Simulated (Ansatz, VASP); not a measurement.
**ZnB6 in VASP and in Ansatz**

```
Zn B
1.0
     4.12810    0.00000    0.00000
     0.00000    4.12810    0.00000
     0.00000    0.00000    4.12810
Zn B
1 6
Direct
  0.00000 0.00000 0.00000
  0.19883 0.50000 0.50000
  0.50000 0.19883 0.50000
  0.80117 0.50000 0.50000
  0.50000 0.80117 0.50000
  0.50000 0.50000 0.19883
  0.50000 0.50000 0.80117
```

Change from the starting cell: species swapped into the YbB6 type (Pm-3m, No. 221).

Alike in both runs: functional PBE; k mesh 4 × 4 × 4; occupations gaussian, width 0.1 eV; no spin polarisation.

Ansatz relaxed the structure, and its values are those at the end. VASP's run is a single point on that final structure, the one shown.

|  | VASP | Ansatz |
| --- | --- | --- |
| version | VASP 6.6.1 | Ansatz 0.2.0 |
| potentials or method | VASP PAW PBE potentials, release 64 (Zn, B), cutoff 500 eV | scalar-relativistic, plane waves, PAW |
| valence electrons in the cell | 30 | 30 |

```csv
,VASP,Ansatz,Ansatz less VASP
gap on the k mesh at the Fermi level (eV),none,none,-
pressure (GPa),0.4,0.3,-0.07
rms of the force components (eV/Å),0.005,0.003,-0.0021
```

A gap of «none» marks a metal or a gap that the smearing closes. The functional is the same, so the differences come from potentials, cutoffs and numerics.

The k mesh is coarse, so the values compare programs but aren't converged.
